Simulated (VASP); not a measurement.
B3Sb2P, 6 atoms in the cell. It takes space group I4/mmm (No. 139, tetragonal). Conventional cell: a = 2.931 Å, b = 2.931 Å, c = 20.654 Å, α = 90.00°, β = 90.00°, γ = 90.00°. B (site symmetry -4m2) has 4 B at 2.07 Å within 2.7 Å. B (site symmetry 4/mmm) has 4 P at 2.07 Å and 2 Sb at 2.70 Å within 2.7 Å. Within 3.6 Å of Sb (site symmetry 4mm) lie 5 B at 2.70 to 2.87 Å and 4 Sb at 2.93 Å and 4 P at 3.40 Å. P (site symmetry 4/mmm) has 4 B at 2.07 Å within 2.7 Å. The cell was generated, and may not be a known phase.

```yaml
Program: VASP 6.6.1
Task: single point
Functional: PBE
Potentials_or_basis: VASP PAW PBE potentials, release 64 (B, Sb, P)
Cutoff: 520 eV
k_mesh: 6 × 6 × 6
Occupations: gaussian, width 0.1 eV
Spin: no spin polarisation
Dipole_correction: no
Further_INCAR_settings: ALGO = Normal; EDIFF = 1e-06; NBANDS = 21
```

Potentials or basis: VASP PAW PBE potentials, release 64 (B, Sb, P).

Run with:

```bash
$ cat potpaw_PBE.64/B/POTCAR potpaw_PBE.64/Sb/POTCAR potpaw_PBE.64/P/POTCAR > POTCAR
$ mpirun -np 1 vasp_std > vasp.out
```

Hardware: 1 thread of Intel(R) Xeon(R) 6975P-C (Granite Rapids), with other jobs on the host.

Task: Estimate the wall time of this run.

Result: Wall time 14 min on 1 thread of Intel(R) Xeon(R) 6975P-C (Granite Rapids) (shared host), peak memory 0.96 GiB. Counts: scf iterations 16, k points 30.
